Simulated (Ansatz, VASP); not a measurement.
La in VASP and in Ansatz

The input INCAR:

```
PREC = Accurate
ENCUT = 600
EDIFF = 1E-6
ISMEAR = -1
SIGMA = 0.05
LREAL = F
LASPH = T
NELM = 80
ALGO = Normal
ISIF = 3
LWAVE = F
LCHARG = F
GGA = PE
IBRION = 2
NSW = 45
EDIFFG = -0.005
```

The input KPOINTS:

```
Automatic mesh
0
Gamma
  13 13 7
```

The input POSCAR:

```
La
1.0
    3.7723445451      0.0000000000      0.0000000000
   -1.8861722725      3.2669462079      0.0000000000
    0.0000000000      0.0000000000      6.1014242408
La
2
Direct
    0.3333333333      0.6666666667      0.2500000000
    0.6666666667      0.3333333333      0.7500000000
```

Input for Ansatz:

```yaml
crystal:
  lattice:
    - [3.7723445451, 0.0, 0.0]
    - [-1.8861722725, 3.2669462079, 0.0]
    - [0.0, 0.0, 6.1014242408]
  atoms:
    - { symbol: La, position: [0.3333333333, 0.6666666667, 0.25] }
    - { symbol: La, position: [0.6666666667, 0.3333333333, 0.75] }
kpoints:
  mp_grid: { grid: [13, 13, 7] }
scf:
  occupations: { method: fermi_dirac, width: 0.05 }
hamiltonian:
  xc: pbe
  pseudopotentials:
    kind: all_electron
    lapw: { basis_error: 0.0005 }
    relativity: none
output:
  forces: true
  stress: true
  eigenvalues: true
  populations: true
relax:
  f_tol: 0.005
  max_steps: 25
  cell: {}
```

Alike in both runs: task relaxation of cell and atoms; functional PBE; k mesh 13 × 13 × 7; occupations fermi-dirac, width 0.05 eV; no spin polarisation.

|  | VASP | Ansatz |
| --- | --- | --- |
| version | VASP 6.6.1 | Ansatz 0.2.0 |
| potentials or method | VASP PAW PBE potentials, release 64 (La), cutoff 600 eV | all-electron LAPW, non-relativistic |

VASP gave:

| Item | Value |
| --- | --- |
| relaxed volume (Å³/atom) | 37.70 |
| relaxed cell length with the largest relative difference (Å) | 3.776 |

Q: Estimate Ansatz's values.

A: Relaxed volume (Å³/atom): 28.61; relaxed cell length with the largest relative difference (Å): 3.401.

Ansatz ran all-electron here, and VASP with PAW potentials.

Neither program's run includes spin-orbit coupling.
